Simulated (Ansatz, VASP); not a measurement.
**One calculation of TiO2, two programs**

```
Ti O
1.0
    -1.87112    1.87112    4.77572
     1.87112   -1.87112    4.77572
     1.87112    1.87112   -4.77572
Ti O
2 4
Direct
  0.00000 0.00000 0.00000
  0.75000 0.25000 0.50000
  0.20651 0.20651 0.00000
  0.95651 0.45651 0.50000
  0.54349 0.04349 0.50000
  0.79349 0.79349 0.00000
```

Change from the starting cell: strain -0.015 along x and y, -0.015 along z, atoms carried along.

Alike in both runs: task single point; functional PBE; k mesh 10 × 10 × 10; occupations gaussian, width 0.05 eV; no spin polarisation.

|  | VASP | Ansatz |
| --- | --- | --- |
| version | VASP 6.6.1 | Ansatz 0.2.0 |
| potentials or method | VASP PAW PBE potentials, release 64 (Ti_sv, O), cutoff 520 eV | scalar-relativistic, plane waves, PAW |
| valence electrons in the cell | 48 | 48 |

|  | VASP | Ansatz | Ansatz less VASP |
| --- | --- | --- | --- |
| gap on the k mesh at the Fermi level (eV) | 2.22 | 2.24 | +0.025 |
| least direct gap on the mesh (eV) | 2.52 | 2.54 | +0.022 |
| pressure (GPa) | 11.1 | 10.3 | -0.78 |
| traceless stress, the component that is largest in VASP (GPa) | 0.40 | 0.35 | -0.044 |
| rms of the force components (eV/Å) | 0.129 | 0.120 | -0.0096 |

Atom by atom the forces differ by 0.010 eV/Å (rms over components).
